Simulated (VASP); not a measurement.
Wanted: the native input for a VASP 6.6.1 run.

```
Task                   : single point
Functional             : PBE
Potentials or basis    : VASP PAW PBE potentials, release 64 (W_sv, Te, Co)
Cutoff                 : 600 eV
k mesh                 : 4 × 4 × 2
Occupations            : methfessel-paxton, width 0.005 eV
Spin                   : no spin polarisation
Dipole correction      : no
Further INCAR settings : ALGO = Normal; EDIFF = 1e-06; NBANDS = 38
```

The structure of CoTeW lies in POSCAR:

```
CoTeW
1.0
    5.2465680000      0.0000000000      0.0000000000
    0.0000000000      5.0552460000      0.0000000000
    0.0000000000      0.0000000000      8.8488810000
W Te Co
2 2 2
Direct
    0.0000000000      0.0000000000      0.5498000000
    0.5000000000      0.5000000000      0.4502000000
    0.0000000000      0.0000000000      0.0127000000
    0.5000000000      0.5000000000      0.9873000000
    0.0000000000      0.5000000000      0.2725000000
    0.5000000000      0.0000000000      0.7275000000
```

The input as run:

INCAR

```
PREC = Accurate ; ENCUT = 600
EDIFF = 1E-6 ; ISMEAR = 1
SIGMA = 0.005 ; LREAL = False
LASPH = True ; NELM = 120
ALGO = Normal ; ISIF = 2
LWAVE = False ; LCHARG = False
GGA = PE ; NBANDS = 38
GGA_COMPAT = False
```

KPOINTS

```
Automatic mesh
0
Gamma
  4 4 2
```

Potentials or basis: VASP PAW PBE potentials, release 64 (W_sv, Te, Co).

Launch:

```bash
$ cat potpaw_PBE.64/W_sv/POTCAR potpaw_PBE.64/Te/POTCAR potpaw_PBE.64/Co/POTCAR > POTCAR
$ mpirun -np 1 vasp_std > vasp.out
```

Results of the run:

The pressure is -18.0 GPa, the largest force is 1.528 eV/Å and the band gap on the k mesh is zero (bands 29 and 30 overlap by 0.55 eV).

Caveat: the cell stands under tension; spin-orbit coupling is left out, which moves the levels of the heavy elements; the run has no spin polarisation, though such a crystal can be magnetic; forces of over 1 eV/Å act on the atoms, so gaps and moduli don't describe the material at rest.

Run time: 6.5 min on 1 thread of Intel(R) Xeon(R) Platinum 8259CL CPU @ 2.50GHz (Skylake/Cascade Lake), with other jobs on the host, peak memory 0.46 GiB.
